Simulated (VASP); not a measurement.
# TiTe2 (P-3m1) in VASP: single point with PBE-based screened hybrid with 30 % exact exchange

Aim: the single point of TiTe2 with PBE-based screened hybrid with 30 % exact exchange.

Everything below comes from runs of VASP 6.6.1. Logs are shortened: lines on timing, memory, paths and dates and some standing lists are left out, and cuts for length are marked.

## (1) The cell of the first run

Symmetry: P-3m1, No. 164, trigonal system. Conventional cell: a = 3.790 Å, b = 3.790 Å, c = 6.556 Å, α = 90.00°, β = 90.00°, γ = 120.00°. Within 3.6 Å of Ti (site symmetry -3m) lie 6 Te at 2.77 Å. Te (site symmetry 3m) has 3 Ti at 2.77 Å within 3.6 Å.

## (2) Single point, PBE-based screened hybrid with 30 % exact exchange

Input file POSCAR:

```
TiTe2
1.0
    3.7903815437      0.0000000000      0.0000000000
   -1.8951907719      3.2825667069      0.0000000000
    0.0000000000      0.0000000000      6.5558879831
Ti Te
1 2
Direct
    0.0000000000      0.0000000000      0.0000000000
    0.6666666667      0.3333333333      0.2577957668
    0.3333333333      0.6666666667      0.7422042332
```

Input file INCAR.step1:

```
SYSTEM = TiTe2
ALGO     = Normal         ! electronic algorithm
EDIFF    = 1E-5           ! SCF threshold, eV
ENCUT    = 520            ! plane-wave cutoff, eV
GGA      = PE             ! functional
ISIF     = 2              ! what is computed and relaxed
ISMEAR   = -1             ! smearing method
LASPH    = .True.         ! aspherical terms in the spheres
LCHARG   = .False.        ! write CHGCAR
LREAL    = .False.        ! projectors in reciprocal space
LWAVE    = .True.         ! write WAVECAR
NBANDS   = 19             ! bands
NELM     = 60             ! most SCF steps
PREC     = Accurate       ! precision mode
SIGMA    = 0.02           ! smearing width, eV
```

Input file INCAR.step2:

```
SYSTEM = TiTe2
AEXX     = 0.3            ! exact-exchange fraction
ALGO     = Normal         ! electronic algorithm
EDIFF    = 1E-6           ! SCF threshold, eV
ENCUT    = 520            ! plane-wave cutoff, eV
GGA      = PE             ! functional
HFSCREEN = 0.3            ! screening, 1/A
ISIF     = 2              ! what is computed and relaxed
ISMEAR   = -1             ! smearing method
ISTART   = 1            
LASPH    = .True.         ! aspherical terms in the spheres
LCHARG   = .False.        ! write CHGCAR
LHFCALC  = .True.         ! exact exchange
LREAL    = .False.        ! projectors in reciprocal space
LWAVE    = .False.        ! write WAVECAR
NBANDS   = 19             ! bands
NELM     = 60             ! most SCF steps
PREC     = Accurate       ! precision mode
PRECFOCK = Normal       
SIGMA    = 0.02           ! smearing width, eV
```

Input file KPOINTS:

```
k-points
0
Gamma
  6 6 2
  0 0 0
```

Potentials or basis: VASP PAW PBE potentials, release 64 (Ti_sv, Te).

Launch:

```
> cat potpaw_PBE.64/Ti_sv/POTCAR potpaw_PBE.64/Te/POTCAR > POTCAR
> cp INCAR.step1 INCAR
> mpirun -np 1 vasp_std > vasp.out
> cp INCAR.step2 INCAR
> mpirun -np 1 vasp_std > vasp.out
```

OUTCAR:

```text
SYSTEM = TiTe2
   AEXX = 0.3
   EDIFF = 1E-6
   ENCUT = 520
   GGA = PE
   HFSCREEN = 0.3
   ISIF = 2
   ISMEAR = -1
   ISTART = 1
   LASPH = .True.
   LHFCALC = .True.
   LREAL = .False.
   NELM = 60
   PREC = Accurate
   PRECFOCK = Normal

 ion  position               nearest neighbor table
   1  0.000  0.000  0.000-   2 2.77   3 2.77   2 2.77   3 2.77   2 2.77   3 2.77
   2  0.667  0.333  0.258-   1 2.77   1 2.77   1 2.77
   3  0.333  0.667  0.742-   1 2.77   1 2.77   1 2.77

  LATTYP: Found a hexagonal cell.
 ALAT       =     3.7903815437
 C/A-ratio  =     1.7296116255

  Lattice vectors:

 A1 = (   3.7903815437,   0.0000000000,   0.0000000000)
 A2 = (  -1.8951907719,   3.2825667069,   0.0000000000)
 A3 = (   0.0000000000,   0.0000000000,   6.5558879831)

Analysis of symmetry for initial positions (statically):
=====================================================================
 Subroutine PRICEL returns:
 Original cell was already a primitive cell.

 Routine SETGRP: Setting up the symmetry group for a
 hexagonal supercell.

 Subroutine GETGRP returns: Found 12 space group operations
 (whereof 12 operations were pure point group operations)
 out of a pool of 24 trial point group operations.

The static configuration has the point symmetry D_3d.

Analysis of symmetry for dynamics (positions and initial velocities):
=====================================================================
 Subroutine PRICEL returns:
 Original cell was already a primitive cell.

 Routine SETGRP: Setting up the symmetry group for a
 hexagonal supercell.

 Subroutine GETGRP returns: Found 12 space group operations
 (whereof 12 operations were pure point group operations)
 out of a pool of 24 trial point group operations.

The dynamic configuration has the point symmetry D_3d.

 Subroutine INISYM returns: Found 12 space group operations
 (whereof 12 operations are pure point group operations),
 and found     1 'primitive' translations

----------------------------------------------------------------------------------------

                                     Primitive cell

  volume of cell :      81.5695

  direct lattice vectors                    reciprocal lattice vectors
     3.790381544  0.000000000  0.000000000     0.263825683  0.152319829  0.000000000
    -1.895190772  3.282566707  0.000000000     0.000000000  0.304639658  0.000000000
     0.000000000  0.000000000  6.555887983     0.000000000  0.000000000  0.152534638

  length of vectors
     3.790381544  3.790381544  6.555887983     0.304639658  0.304639658  0.152534638

  position of ions in fractional coordinates (direct lattice)
     0.000000000  0.000000000  0.000000000
     0.666666667  0.333333333  0.257795767
     0.333333333  0.666666667  0.742204233

  ion indices of the primitive-cell ions
   primitive index   ion index
                 1           1
                 2           2
                 3           3

----------------------------------------------------------------------------------------

 KPOINTS: k-points

Automatic generation of k-mesh.
 Grid dimensions read from file:
 generate k-points for:    6    6    2

 Generating k-lattice:

  Cartesian coordinates                     Fractional coordinates (reciprocal lattice)
     0.043970947  0.025386638  0.000000000     0.166666667  0.000000000  0.000000000
     0.000000000  0.050773276  0.000000000     0.000000000  0.166666667  0.000000000
     0.000000000  0.000000000  0.076267319     0.000000000  0.000000000  0.500000000

  Length of vectors
     0.050773276  0.050773276  0.076267319

  Shift w.r.t. Gamma in fractional coordinates (k-lattice)
     0.000000000  0.000000000  0.000000000

 Subroutine IBZKPT returns following result:
 ===========================================

 Found     14 irreducible k-points:

 Following reciprocal coordinates:
            Coordinates               Weight
  0.000000  0.000000  0.000000      1.000000
  0.166667  0.000000  0.000000      6.000000
  0.333333  0.000000  0.000000      6.000000
  0.500000  0.000000  0.000000      3.000000
  0.166667  0.166667  0.000000      6.000000
  0.333333  0.166667  0.000000     12.000000
  0.333333  0.333333  0.000000      2.000000
  0.000000  0.000000  0.500000      1.000000
  0.166667  0.000000  0.500000      6.000000
  0.333333  0.000000  0.500000      6.000000
  0.500000  0.000000  0.500000      3.000000
  0.166667  0.166667  0.500000      6.000000
  0.333333  0.166667  0.500000     12.000000
  0.333333  0.333333  0.500000      2.000000
   k-points           NKPTS =     14   k-points in BZ     NKDIM =     72   number of bands    NBANDS=     19
   number of dos      NEDOS =    301   number of ions     NIONS =      3
   total plane-waves  NPLWV =  39200
   dimension x,y,z NGX =    28 NGY =   28 NGZ =   50
   dimension x,y,z NGXF=    56 NGYF=   56 NGZF=  100
   ions per type =               1   2
   NGX,Y,Z   is equivalent  to a cutoff of  12.28, 12.28, 12.68 a.u.
   NGXF,Y,Z  is equivalent  to a cutoff of  24.56, 24.56, 25.36 a.u.
 SYSTEM =  TiTe2
   PREC   = accura    normal or accurate (medium, high low for compatibility)
   ISTART =      1    job   : 0-new  1-cont  2-samecut
   ICHARG =      0    charge: 1-file 2-atom 10-const
   ISPIN  =      1    spin polarized calculation?
   LNONCOLLINEAR =      F non collinear calculations
   LSORBIT =      F    spin-orbit coupling
   LASPH  =      T    aspherical Exc in radial PAW
   ENCUT  =  520.0 eV  38.22 Ry    6.18 a.u.   7.05  7.05 12.19*2*pi/ulx,y,z
   NELM   =     60;   NELMIN=  2; NELMDL=  0     # of ELM steps
   EDIFF  = 0.1E-05   stopping-criterion for ELM
   LREAL  =      F    real-space projection
   EDIFFG = 0.1E-04   stopping-criterion for IOM
   NSW    =      0    number of steps for IOM
   IBRION =     -1    ionic relax: 0-MD 1-quasi-New 2-CG
   NFREE  =      0    steps in history (QN), initial steepest desc. (CG)
   ISIF   =      2    stress and relaxation
   ISYM   =      3    0-nonsym 1-usesym 2-fastsym
   POTIM  = 0.5000    time-step for ionic-motion
   TEBEG  =    0.0;   TEEND  =   0.0 temperature during run
   PSTRESS=    0.0 pullay stress
   NELECT =      24.0000    total number of electrons
   NUPDOWN=      -1.0000    fix difference up-down
   EMIN   =  10.00;   EMAX   =-10.00  energy-range for DOS
   EFERMI =   0.00;   METHOD = LEGACY
   ISMEAR =    -1;   SIGMA  =   0.02  broadening in eV -4-tet -1-fermi 0-gaus
   EFERMI_NEDOS =   21; number of points for ismear=-14 and -15
   IALGO  =     38    algorithm
   IMIX   =      1    mixing-type and parameters
     AMIX     =   0.40;   BMIX     =  1.00
     AMIX_MAG =   1.60;   BMIX_MAG =  1.00
  volume/ion in A,a.u.               =      27.19       183.49
  Fermi-wavevector in a.u.,A,eV,Ry     =   1.088853  2.057634 16.131078  1.185601
  Thomas-Fermi vector in A             =   2.225044
   LORBIT       =      0    0 simple, 1 ext, 2 COOP (PROOUT), +10 PAW based schemes
   GGA     = PE    functional components
   LHFCALC =     T    Hartree Fock is set to
   PRECFOCK=normal    Normal, Fast or Accurate (Low or Medium for compatibility)
   ENCUT4O =  -1.0   cutoff for four orbital integrals eV
   NKREDX  =     1    reduce k-point grid by
   NKREDY  =     1    reduce k-point grid by
   NKREDZ  =     1    reduce k-point grid by
   AEXX    =    0.3000 exact exchange contribution
   HFSCREEN=    0.3000 screening length (either q_TF or 0.3 A-1)
   HFSCREENC=   0.3000 screening length for correlation (either q_TF or 0.3 A-1)
   ENCUTFOCK=  -1.0 apply spherical cutoff to Coloumb kernel
   IVDW    =     0    specifies the selected vdW correction
   LEPSILON=     F    determine dielectric tensor
   LRPA    =     F    only Hartree local field effects (RPA)
 non-spin polarized calculation
  energy-cutoff  :      520.00
  volume of cell :       81.57
 maximum number of plane-waves:      2220
  NGX = 24; NGY = 24; NGZ = 40

 number of electron      23.9999992 magnetization

 Free energy of the ion-electron system (eV)
  ---------------------------------------------------
  ext. energy  EPLUGINS =         0.00000000
  ---------------------------------------------------
  free energy    TOTEN  =       -19.84190038 eV

  energy without entropy =      -19.83979197  energy(sigma->0) =      -19.84084617

 E-fermi :   6.7888     XC(G=0):  -7.9574

 val. band max:        6.7872136491   @ k =   0.5000   0.0000   0.0000
 cond. band min:       6.8385593289   @ k =   0.0000   0.0000   0.0000
 fundamental gap:      0.0513456798
 Fermi energy:         6.7888218898

 k-point     1 :       0.0000    0.0000    0.0000
  band No.  band energies     occupation
      1     -56.9174      2.00000
      2     -31.1934      2.00000
      3     -31.1934      2.00000
      4     -31.1729      2.00000
      5      -7.3565      2.00000
      6      -5.6839      2.00000
[... 11 lines left out ...]
     18      11.9214      0.00000
     19      12.7077      0.00000

 k-point     2 :       0.1667    0.0000    0.0000
  band No.  band energies     occupation
      1     -56.9164      2.00000
      2     -31.2074      2.00000
      3     -31.1969      2.00000
      4     -31.1705      2.00000
      5      -7.0175      2.00000
      6      -5.5208      2.00000
[... 11 lines left out ...]
     18      13.0245      0.00000
     19      13.8541      0.00000

 k-point     3 :       0.3333    0.0000    0.0000
  band No.  band energies     occupation
      1     -56.9143      2.00000
      2     -31.2355      2.00000
      3     -31.2038      2.00000
      4     -31.1658      2.00000
      5      -6.1403      2.00000
      6      -5.1941      2.00000
[... 11 lines left out ...]
     18      12.4552      0.00000
     19      12.8255      0.00000

 k-point     4 :       0.5000    0.0000    0.0000
  band No.  band energies     occupation
      1     -56.9133      2.00000
      2     -31.2494      2.00000
      3     -31.2072      2.00000
      4     -31.1635      2.00000
      5      -5.3640      2.00000
      6      -5.2071      2.00000
[... 11 lines left out ...]
     18      12.1781      0.00000
     19      12.7163      0.00000

 k-point     5 :       0.1667    0.1667    0.0000
  band No.  band energies     occupation
      1     -56.9148      2.00000
      2     -31.2258      2.00000
      3     -31.2047      2.00000
      4     -31.1670      2.00000
      5      -6.4048      2.00000
      6      -5.2657      2.00000
[... 11 lines left out ...]
     18      13.1543      0.00000
     19      14.0473      0.00000
[... 114 lines left out ...]
      2     -31.2494      2.00000
      3     -31.2072      2.00000
      4     -31.1633      2.00000
      5      -5.3969      2.00000
      6      -5.1359      2.00000
[... 11 lines left out ...]
     18      11.0595      0.00000
     19      11.4911      0.00000

 k-point    12 :       0.1667    0.1667    0.5000
  band No.  band energies     occupation
      1     -56.9149      2.00000
      2     -31.2258      2.00000
      3     -31.2047      2.00000
      4     -31.1669      2.00000
      5      -5.9979      2.00000
      6      -5.7942      2.00000
[... 11 lines left out ...]
     18      13.5827      0.00000
     19      13.7887      0.00000

 k-point    13 :       0.3333    0.1667    0.5000
  band No.  band energies     occupation
      1     -56.9133      2.00000
      2     -31.2423      2.00000
      3     -31.2144      2.00000
      4     -31.1634      2.00000
      5      -5.3550      2.00000
      6      -5.2269      2.00000
[... 11 lines left out ...]
     18      12.1418      0.00000
     19      12.5464      0.00000

 k-point    14 :       0.3333    0.3333    0.5000
  band No.  band energies     occupation
      1     -56.9128      2.00000
      2     -31.2327      2.00000
      3     -31.2327      2.00000
      4     -31.1622      2.00000
      5      -5.0693      2.00000
      6      -5.0693      2.00000
[... 11 lines left out ...]
     18      12.6856      0.00000
     19      12.6856      0.00000

------------------------ aborting loop because EDIFF is reached ----------------------------------------

  FORCE on cell =-STRESS in cart. coord.  units (eV):
  Direction    XX          YY          ZZ          XY          YZ          ZX
  --------------------------------------------------------------------------------------
  -------------------------------------------------------------------------------------
  Total       -0.2860162     -0.2860162     -0.0371061      0.0000000      0.0000000     -0.0000000
  in kB       -5.6178899     -5.6178899     -0.7288335      0.0000000      0.0000000     -0.0000000
  external PRESSURE =      -3.9882044 kB  Pullay stress =       0.0000000 kB

 VOLUME and BASIS-vectors are now :
 -----------------------------------------------------------------------------
  energy-cutoff  :      520.00
  volume of cell :       81.57
      direct lattice vectors                 reciprocal lattice vectors
     3.790381544  0.000000000  0.000000000     0.263825683  0.152319829  0.000000000
    -1.895190772  3.282566707  0.000000000     0.000000000  0.304639658  0.000000000
     0.000000000  0.000000000  6.555887983     0.000000000  0.000000000  0.152534638

 POSITION                                       TOTAL-FORCE (eV/Angst)
 -----------------------------------------------------------------------------------
      0.00000      0.00000      0.00000        -0.000000      0.000000     -0.000000
      1.89519      1.09419      1.69008        -0.000000      0.000000     -0.187023
     -0.00000      2.18838      4.86581         0.000000     -0.000000      0.187023
 -----------------------------------------------------------------------------------
    total drift:                               -0.000000     -0.000000     -0.000000

  FREE ENERGIE OF THE ION-ELECTRON SYSTEM (eV)
  ---------------------------------------------------
  free  energy   TOTEN  =       -19.8419003754 eV

  energy  without entropy=      -19.8397919652  energy(sigma->0) =      -19.84084617
```

Wall time 47 min (1 thread of Intel Xeon Platinum 8259CL at 2.50GHz (Skylake/Cascade Lake), shared host); peak memory 0.33 GiB.

Results:

```
Free energy            : -19.8419 eV
Pressure               : -0.4 GPa
Largest force          : 0.187 eV/Å
Band gap on the k mesh : zero (bands 12 and 13 overlap by 0.66 eV)
```

Forces on the atoms (eV/Å):
```
Ti   0.000  0.000  0.000
Te   0.000  0.000 -0.187
Te   0.000  0.000  0.187
```

Caveat: the k points lie up to 0.48 Å⁻¹ apart, too coarse for converged energies and pressures of a metal; the PAW data sets were made with another functional, which shifts forces and pressure a little; spin-orbit coupling is left out, which moves the levels of the heavy elements.

The gap in the log of VASP goes by the Fermi energy; the results here count the filled bands.